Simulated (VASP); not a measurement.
Set up this calculation in VASP 6.6.1, as the native input.

```
Task                   : single point
Functional             : PBE
Potentials or basis    : VASP PAW PBE potentials, release 64 (Al, Ru_pv)
Cutoff                 : 520 eV
k mesh                 : 8 × 4 × 4
Occupations            : gaussian, width 0.2 eV
Spin                   : no spin polarisation
Dipole correction      : no
Further INCAR settings : ALGO = Fast; EDIFF = 1e-07; NBANDS = 36
```

The structure of Al4Ru3 lies in POSCAR:

```
Al4Ru3
1.0
    0.0000132015      0.0000836411      2.9648404702
    5.9868015122     -0.0009621346     -0.0001638527
   -0.0009779400      5.9874572062      0.0001527492
Al Ru
4 3
Direct
    0.4999772070      0.2533680968      0.2533794673
    0.5000275135      0.7466332885      0.7466080550
    0.5000130063      0.7465598541      0.2534356997
    0.5000063195      0.2534303508      0.7465614296
    0.0000394230      0.5000011563      0.0000001802
   -0.0000644954     -0.0000008674      0.5000221886
    0.0000010260      0.5000081209      0.4999929796
```

The input as run:

INCAR

```
PREC = Accurate
ENCUT = 520
EDIFF = 1E-7
ISMEAR = 0
SIGMA = 0.2
LREAL = False
LASPH = True
NELM = 100
ALGO = Fast
ISIF = 2
LWAVE = False
LCHARG = False
GGA = PE
NBANDS = 36
```

KPOINTS

```
Automatic mesh
0
Gamma
  8 4 4
```

Potentials or basis: VASP PAW PBE potentials, release 64 (Al, Ru_pv).

Command:

```bash
$ cat potpaw_PBE.64/Al/POTCAR potpaw_PBE.64/Ru_pv/POTCAR > POTCAR
$ mpirun -np 1 vasp_std > vasp.out
```

Results of the run:

| Property | Result |
| --- | --- |
| Pressure | 0.0 GPa |
| Largest force | 0.013 eV/Å |
| Band gap on the k mesh | zero (bands 27 and 28 overlap by 2.23 eV) |

Run time: 7.8 min on 1 thread of Intel(R) Xeon(R) Platinum 8375C CPU @ 2.90GHz (Ice Lake), with other jobs on the host, peak memory 0.36 GiB.
